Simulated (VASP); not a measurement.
# Si (P6_3/mmc) in VASP: notebook

Aim: see how the results for Si move with the level of theory and the settings. Levels: PBE, r2SCAN. Tasks: single point.

Program: VASP 6.6.1. These are calculated values, not measurements. Logs are shortened: lines on timing, memory, paths and dates and some standing lists are left out, and cuts for length are marked.

### Step 1. The cell of the first run

Symmetry: P6_3/mmc, No. 194, hexagonal system. Conventional cell: a = 3.832 Å, b = 3.832 Å, c = 6.341 Å, α = 90.00°, β = 90.00°, γ = 120.00°. Within 3.1 Å of Si (site symmetry 3m) lie 4 Si at 2.35 to 2.37 Å.

This isn't the form of Si at room conditions, which is diamond.

### Step 2. Single point, PBE

INCAR reads:

```
SYSTEM = Si
PREC = Accurate
ENCUT = 520
EDIFF = 1E-6
ISMEAR = 0
SIGMA = 0.01
LREAL = .FALSE.
LASPH = .TRUE.
NELM = 60
ALGO = Normal
ISIF = 2
LWAVE = .FALSE.
LCHARG = .FALSE.
GGA = PE
NBANDS = 16
```

KPOINTS reads:

```
Automatic mesh
0
G
  12 12 4
  0 0 0
```

POSCAR reads:

```
Si
1.0
    3.8321295316      0.0000000000      0.0000000000
   -1.9160647658      3.3187215249      0.0000000000
    0.0000000000      0.0000000000      6.3412168979
Si
4
Direct
    0.3333333333      0.6666666667      0.0005609416
    0.6666666667      0.3333333333      0.5005609416
    0.3333333333      0.6666666667      0.3744390584
    0.6666666667      0.3333333333      0.8744390584
```

Potentials or basis: VASP PAW PBE potentials, release 64 (Si).

The run is started by

```
> cat potpaw_PBE.64/Si/POTCAR > POTCAR
> mpirun -np 1 vasp_std > vasp.out
```

OUTCAR:

```text
SYSTEM = Si
   PREC = Accurate
   ENCUT = 520
   EDIFF = 1E-6
   ISMEAR = 0
   LREAL = .FALSE.
   LASPH = .TRUE.
   NELM = 60
   ISIF = 2
   GGA = PE

 ion  position               nearest neighbor table
   1  0.333  0.667  0.001-   4 2.35   4 2.35   4 2.35   3 2.37
   2  0.667  0.333  0.501-   3 2.35   3 2.35   3 2.35   4 2.37
   3  0.333  0.667  0.374-   2 2.35   2 2.35   2 2.35   1 2.37
   4  0.667  0.333  0.874-   1 2.35   1 2.35   1 2.35   2 2.37

  LATTYP: Found a hexagonal cell.
 ALAT       =     3.8321295316
 C/A-ratio  =     1.6547501450

  Lattice vectors:

 A1 = (   3.8321295316,   0.0000000000,   0.0000000000)
 A2 = (  -1.9160647658,   3.3187215249,   0.0000000000)
 A3 = (   0.0000000000,   0.0000000000,   6.3412168979)

Analysis of symmetry for initial positions (statically):
=====================================================================
 Subroutine PRICEL returns:
 Original cell was already a primitive cell.

 Routine SETGRP: Setting up the symmetry group for a
 hexagonal supercell.

 Subroutine GETGRP returns: Found 24 space group operations
 (whereof  6 operations were pure point group operations)
 out of a pool of 24 trial point group operations.

The static configuration has the point symmetry C_3v.
 The point group associated with its full space group is D_6h.

Analysis of symmetry for dynamics (positions and initial velocities):
=====================================================================
 Subroutine PRICEL returns:
 Original cell was already a primitive cell.

 Routine SETGRP: Setting up the symmetry group for a
 hexagonal supercell.

 Subroutine GETGRP returns: Found 24 space group operations
 (whereof  6 operations were pure point group operations)
 out of a pool of 24 trial point group operations.

The dynamic configuration has the point symmetry C_3v.
 The point group associated with its full space group is D_6h.

 Subroutine INISYM returns: Found 24 space group operations
 (whereof  6 operations are pure point group operations),
 and found     1 'primitive' translations

----------------------------------------------------------------------------------------

                                     Primitive cell

  volume of cell :      80.6461

  direct lattice vectors                    reciprocal lattice vectors
     3.832129532  0.000000000  0.000000000     0.260951513  0.150660426  0.000000000
[... 93 lines left out ...]
   NSW    =      0    number of steps for IOM
   IBRION =     -1    ionic relax: 0-MD 1-quasi-New 2-CG
   NFREE  =      0    steps in history (QN), initial steepest desc. (CG)
   ISIF   =      2    stress and relaxation
   ISYM   =      2    0-nonsym 1-usesym 2-fastsym
   POTIM  = 0.5000    time-step for ionic-motion
   TEBEG  =    0.0;   TEEND  =   0.0 temperature during run
   PSTRESS=    0.0 pullay stress
   NELECT =      16.0000    total number of electrons
   NUPDOWN=      -1.0000    fix difference up-down
   EMIN   =  10.00;   EMAX   =-10.00  energy-range for DOS
   EFERMI =   0.00;   METHOD = LEGACY
   ISMEAR =     0;   SIGMA  =   0.01  broadening in eV -4-tet -1-fermi 0-gaus
   EFERMI_NEDOS =   21; number of points for ismear=-14 and -15
   IALGO  =     38    algorithm
   IMIX   =      4    mixing-type and parameters
     AMIX     =   0.40;   BMIX     =  1.00
     AMIX_MAG =   1.60;   BMIX_MAG =  1.00
  volume/ion in A,a.u.               =      20.16       136.06
  Fermi-wavevector in a.u.,A,eV,Ry     =   0.954817  1.804343 12.404107  0.911676
  Thomas-Fermi vector in A             =   2.083599
   LORBIT       =      0    0 simple, 1 ext, 2 COOP (PROOUT), +10 PAW based schemes
   GGA     = PE    functional components
   LHFCALC =     F    Hartree Fock is set to
   AEXX    =    0.0000 exact exchange contribution
   IVDW    =     0    specifies the selected vdW correction
   LEPSILON=     F    determine dielectric tensor
   LRPA    =     F    only Hartree local field effects (RPA)
 non-spin polarized calculation
 Gauss-broadening in eV      SIGMA  =   0.01
  energy-cutoff  :      520.00
  volume of cell :       80.65
 maximum number of plane-waves:      2208
 NGX is ok and might be reduce to    30
   NGX = 15   NGY = 15   NGZ = 23

 number of electron      16.0000000 magnetization

 Free energy of the ion-electron system (eV)
  ---------------------------------------------------
  ext. energy  EPLUGINS =         0.00000000
  ---------------------------------------------------
  free energy    TOTEN  =       -21.65252215 eV

  energy without entropy =      -21.65252215  energy(sigma->0) =      -21.65252215

 E-fermi :   6.0538     XC(G=0):  -9.3775

 val. band max:        6.0104738970   @ k =   0.0000   0.0000   0.0000
 cond. band min:       6.4372675699   @ k =   0.5000   0.0000   0.0000
 fundamental gap:      0.4267936729
 Fermi energy:         6.0537854635

 k-point     1 :       0.0000    0.0000    0.0000
  band No.  band energies     occupation
      1      -6.1688      2.00000
      2      -3.8959      2.00000
      3      -1.1959      2.00000
      4       4.5011      2.00000
      5       4.5011      2.00000
      6       5.6521      2.00000
[... 433 lines left out ...]
      3      -0.7279      2.00000
      4       1.0299      2.00000
      5       1.7362      2.00000
      6       3.4046      2.00000
[... 8 lines left out ...]
     15      12.9854      0.00000
     16      13.3146      0.00000

 [... further k-points ...]

------------------------ aborting loop because EDIFF is reached ----------------------------------------

  FORCE on cell =-STRESS in cart. coord.  units (eV):
  Direction    XX          YY          ZZ          XY          YZ          ZX
  --------------------------------------------------------------------------------------
  -------------------------------------------------------------------------------------
  Total        0.6249620      0.6249620      0.5284062      0.0000000      0.0000000      0.0000000
  in kB       12.4159684     12.4159684     10.4977180      0.0000000      0.0000000      0.0000000
  external PRESSURE =      11.7765516 kB  Pullay stress =       0.0000000 kB

 VOLUME and BASIS-vectors are now :
 -----------------------------------------------------------------------------
  energy-cutoff  :      520.00
  volume of cell :       80.65
      direct lattice vectors                 reciprocal lattice vectors
     3.832129532  0.000000000  0.000000000     0.260951513  0.150660426  0.000000000
    -1.916064766  3.318721525  0.000000000     0.000000000  0.301320853  0.000000000
     0.000000000  0.000000000  6.341216898     0.000000000  0.000000000  0.157698438

 POSITION                                       TOTAL-FORCE (eV/Angst)
 -----------------------------------------------------------------------------------
     -0.00000      2.21248      0.00356        -0.000000      0.000000     -0.003245
      1.91606      1.10624      3.17417         0.000000     -0.000000     -0.003245
     -0.00000      2.21248      2.37440        -0.000000      0.000000      0.003245
      1.91606      1.10624      5.54501         0.000000     -0.000000      0.003245
 -----------------------------------------------------------------------------------
    total drift:                               -0.000000      0.000000     -0.000000

  FREE ENERGIE OF THE ION-ELECTRON SYSTEM (eV)
  ---------------------------------------------------
  free  energy   TOTEN  =       -21.6525221518 eV

  energy  without entropy=      -21.6525221518  energy(sigma->0) =      -21.65252215
```

It took 98 s on 1 thread of Intel Xeon 8259CL, shared host; peak memory 0.21 GiB.

Results:

| Quantity | Value |
| --- | --- |
| Free energy | -21.6525 eV |
| Pressure | 1.2 GPa |
| Largest force | 0.003 eV/Å |
| Band gap on the k mesh | 0.43 eV (least direct gap 1.04 eV) |

Forces on the atoms (eV/Å):
```
Si   0.000  0.000 -0.003
Si   0.000  0.000 -0.003
Si   0.000  0.000  0.003
Si   0.000  0.000  0.003
```

Stress tensor (GPa, compression positive):
```
1.24 0.00 0.00
0.00 1.24 0.00
0.00 0.00 1.05
```

### Step 3. Single point, r2SCAN

POSCAR is that of step 2.

INCAR.step1 reads:

```
SYSTEM = Si
PREC = Accurate
ENCUT = 520
ISMEAR = 0
SIGMA = 0.01
LREAL = .FALSE.
LASPH = .TRUE.
NELM = 80
NBANDS = 16
GGA = PE
ALGO = Normal
EDIFF = 1E-4
LWAVE = .TRUE.
LCHARG = .FALSE.
```

INCAR.step2 reads:

```
SYSTEM = Si
PREC = Accurate
ENCUT = 520
EDIFF = 1E-6
ISMEAR = 0
SIGMA = 0.01
LREAL = .FALSE.
LASPH = .TRUE.
NELM = 80
ALGO = Normal
ISIF = 2
LWAVE = .FALSE.
LCHARG = .FALSE.
METAGGA = R2SCAN
LMIXTAU = .TRUE.
NBANDS = 16
ISTART = 1
```

KPOINTS reads:

```
regular mesh
0
G
  12 12 4
  0 0 0
```

Potentials or basis: VASP PAW PBE potentials, release 64 (Si).

The run is started by

```
> cat potpaw_PBE.64/Si/POTCAR > POTCAR
> cp INCAR.step1 INCAR
> mpirun -np 1 vasp_std > vasp.out
> cp INCAR.step2 INCAR
> mpirun -np 1 vasp_std > vasp.out
```

It took 5.4 min on 1 thread of Intel Xeon 8259CL, shared host; peak memory 0.23 GiB.

The run converged. Its results:

```yaml
Free_energy: -35.0496 eV
Pressure: -0.2 GPa
Band_gap_on_the_k_mesh: 0.62 eV (least direct gap 1.38 eV)
```

Levels at points of the mesh, in eV from the valence-band top:
```tsv
k point	band 5	band 6	band 7	band 8	band 9	band 10	band 11	band 12
(0.00, 0.00, 0.00)	-1.60	-0.38	0.00	0.00	1.38	2.17	2.17	2.55
(0.50, 0.00, 0.00)	-4.86	-3.22	-3.10	-1.53	0.62	2.65	3.24	3.35
(0.00, 0.00, 0.50)	-0.98	-0.98	-0.98	-0.98	2.15	2.15	3.21	3.21
(0.50, 0.00, 0.50)	-2.58	-2.58	-2.55	-2.55	1.15	1.15	1.90	1.90
```

Caveat: the PAW data sets were made with another functional, which shifts forces and pressure a little. A k mesh can miss the band edges.
